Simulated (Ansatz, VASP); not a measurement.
## One calculation of MgH2, two programs

```xyz
12
Lattice="0.0000 0.0000 5.4135 6.7961 0.0000 0.0000 0.0000 6.7961 0.0000" Properties=species:S:1:pos:R:3 pbc="T T T"
Mg    2.3655    0.0000    4.0602
Mg    4.4306    0.0000    1.3534
Mg    0.0000    2.3655    0.0000
Mg    0.0000    4.4306    2.7068
H     3.3980    0.6471    2.7068
H     3.3980    6.1490    0.0000
H     1.3326    1.3326    4.7368
H     1.3326    5.4635    3.3835
H     5.4635    1.3326    0.6767
H     5.4635    5.4635    2.0301
H     6.1490    3.3980    4.0602
H     0.6471    3.3980    1.3534
```

Alike in both runs: task single point; functional PBE; k mesh 4 × 2 × 2; occupations gaussian, width 0.1 eV; no spin polarisation.

```csv
,VASP,Ansatz
version,VASP 6.6.1,Ansatz 0.2.0
potentials or method,"VASP PAW PBE potentials, release 64 (Mg, H), cutoff 520 eV","scalar-relativistic, plane waves, PAW"
valence electrons in the cell,16,48
```

```tsv
	VASP	Ansatz	Ansatz less VASP
gap on the k mesh at the Fermi level (eV)	5.13	5.13	-0.002
least direct gap on the mesh (eV)	5.26	5.26	-0.002
pressure (GPa)	-0.1	0.0	+0.08
```

The functional is the same, so the differences come from potentials, cutoffs and numerics. VASP's potentials hold 16 valence electrons a cell and Ansatz's 48, so a difference there can come from the potentials and not from the codes.

The k mesh is coarse, so the values compare programs but aren't converged.
